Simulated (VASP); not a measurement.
Wanted: the native input for a VASP 6.6.1 run.

```
Task                   : electric field gradients
Functional             : PBE
Dispersion             : D3(BJ)
Potentials or basis    : VASP PAW PBE potentials, release 64 (Pb_d, Te)
Cutoff                 : 520 eV
k mesh                 : 7 × 7 × 7
Occupations            : gaussian, width 0.01 eV
Spin                   : non-collinear spin, zero start, spin-orbit coupling
Starting moments       : [[0.0, 0.0, 0.0], [0.0, 0.0, 0.0]] μB
Dipole correction      : no
Further INCAR settings : ALGO = Normal; EDIFF = 1e-08; NBANDS = 32
```

The structure of TePb lies in POSCAR:

```
TePb
1.0
    0.0000000000      3.2310000000      3.2310000000
    3.2310000000      0.0000000000      3.2310000000
    3.2310000000      3.2310000000      0.0000000000
Pb Te
1 1
Direct
    0.0000000000      0.0000000000      0.0000000000
    0.5000000000      0.5000000000      0.5000000000
```

One way to write it, as run:

INCAR

```
ALGO = Normal
EDIFF = 1E-8
ENCUT = 520
GGA = PE
GGA_COMPAT = False
ISIF = 2
ISMEAR = 0
IVDW = 12
LASPH = True
LCHARG = False
LEFG = True
LNONCOLLINEAR = True
LORBIT = 11
LORBMOM = True
LREAL = False
LSORBIT = True
LWAVE = False
MAGMOM = 0 0 0 0 0 0
NBANDS = 32
NELM = 150
PREC = Accurate
SIGMA = 0.01
```

KPOINTS

```
k-points
0
Gamma
  7 7 7
```

Potentials or basis: VASP PAW PBE potentials, release 64 (Pb_d, Te).

Command:

```bash
$ cat potpaw_PBE.64/Pb_d/POTCAR potpaw_PBE.64/Te/POTCAR > POTCAR
$ mpirun -np 1 vasp_ncl > vasp.out
```

It gave:

The pressure is 0.0 GPa, the net moment is 0.00 μB per cell and the largest electric field gradient by atom is zero within the noise of the run. The valence electrons inside the program's atomic spheres are Pb 11.89; Te 3.39. The dispersion energy per atom is -0.402 eV.

Caveat: three body term missing.

It took 2 min on 1 thread of Intel(R) Xeon(R) Platinum 8375C CPU @ 2.90GHz (Ice Lake), with other jobs on the host, peak memory 0.42 GiB.
